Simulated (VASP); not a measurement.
Write the native input for VASP 6.6.1 that does the following.

| Property | Result |
| --- | --- |
| Task | single point |
| Functional | LDA |
| Potentials or basis | VASP PAW LDA potentials, release 64 (Ca_sv, Se) |
| Cutoff | 520 eV |
| k mesh | 6 × 6 × 6 |
| Occupations | gaussian, width 0.05 eV |
| Spin | no spin polarisation |
| Dipole correction | no |
| Further INCAR settings | ALGO = Normal; EDIFF = 1e-07; NBANDS = 15 |

The structure of CaSe lies in POSCAR:

```
CaSe
1.0
    0.0000000000      3.3990000000      3.3990000000
    3.3990000000      0.0000000000      3.3990000000
    3.3990000000      3.3990000000      0.0000000000
Ca Se
1 1
Direct
    0.0000000000      0.0000000000      0.0000000000
    0.7500000000      0.7500000000      0.7500000000
```

This cell differs from its parent crystal: strain +0.030 along x and y, +0.030 along z.

One way to write it, as run:

INCAR

```
PREC = Accurate
ENCUT = 520
EDIFF = 1E-7
ISMEAR = 0
SIGMA = 0.05
LREAL = False
LASPH = True
NELM = 60
ALGO = Normal
ISIF = 2
LWAVE = False
LCHARG = False
GGA = CA
NBANDS = 15
```

KPOINTS

```
Automatic mesh
0
Gamma
  6 6 6
```

Potentials or basis: VASP PAW LDA potentials, release 64 (Ca_sv, Se).

Run with:

```sh
$ cat potpaw_LDA.64/Ca_sv/POTCAR potpaw_LDA.64/Se/POTCAR > POTCAR
$ mpirun -np 1 vasp_std > vasp.out
```

Results of the run:

| Property | Result |
| --- | --- |
| Pressure | -4.5 GPa |
| Band gap on the k mesh | 2.63 eV, indirect (least direct gap 2.70 eV) |

Caveat: the cell differs from its parent crystal (strain +0.030 along x and y, +0.030 along z).

Run time: 20 s on 1 thread of Intel(R) Xeon(R) 6975P-C (Granite Rapids) (shared host), peak memory 0.17 GiB.
